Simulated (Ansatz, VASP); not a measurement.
## One calculation of Rb, two programs

Contents of INCAR:

```
SYSTEM = Rb
PREC = Accurate
ENCUT = 520
EDIFF = 1E-7
ISMEAR = 0
SIGMA = 0.1
LREAL = .False.
LASPH = .True.
NELM = 100
ALGO = Normal
ISIF = 2
LWAVE = .False.
LCHARG = .False.
GGA = PE
NBANDS = 10
```

Contents of KPOINTS:

```
Automatic mesh
0
Gamma
  10 10 10
  0 0 0
```

Contents of POSCAR:

```
Rb
1.0
   -2.8239022800      2.8239022800      2.8239022800
    2.8239022800     -2.8239022800      2.8239022800
    2.8239022800      2.8239022800     -2.8239022800
Rb
1
Direct
    0.0000000000      0.0000000000      0.0000000000
```

Input for Ansatz:

```yaml
crystal:
  lattice:
    - [-2.82390228, 2.82390228, 2.82390228]
    - [2.82390228, -2.82390228, 2.82390228]
    - [2.82390228, 2.82390228, -2.82390228]
  atoms:
    - { symbol: Rb, position: [0.0, 0.0, 0.0] }
basis:
  ecutwfc: 420
kpoints:
  mp_grid: { grid: [10, 10, 10] }
hamiltonian:
  xc: pbe
scf:
  occupations: { method: gaussian, width: 0.1 }
output:
  forces: true
  stress: true
  eigenvalues: true
  populations: true
```

Alike in both runs: task single point; functional PBE; k mesh 10 × 10 × 10; occupations gaussian, width 0.1 eV; no spin polarisation.

|  | VASP | Ansatz |
| --- | --- | --- |
| version | VASP 6.6.1 | Ansatz 0.2.0 |
| potentials or method | VASP PAW PBE potentials, release 64 (Rb_sv), cutoff 520 eV | scalar-relativistic, plane waves, PAW |
| valence electrons in the cell | 9 | 9 |

|  | VASP | Ansatz | Ansatz less VASP |
| --- | --- | --- | --- |
| gap on the k mesh at the Fermi level (eV) | none | none | - |
| pressure (GPa) | 0.0 | 0.0 | 0.00 |

A gap of «none» marks a metal or a gap that the smearing closes. The functional is the same, so the differences come from potentials, cutoffs and numerics.
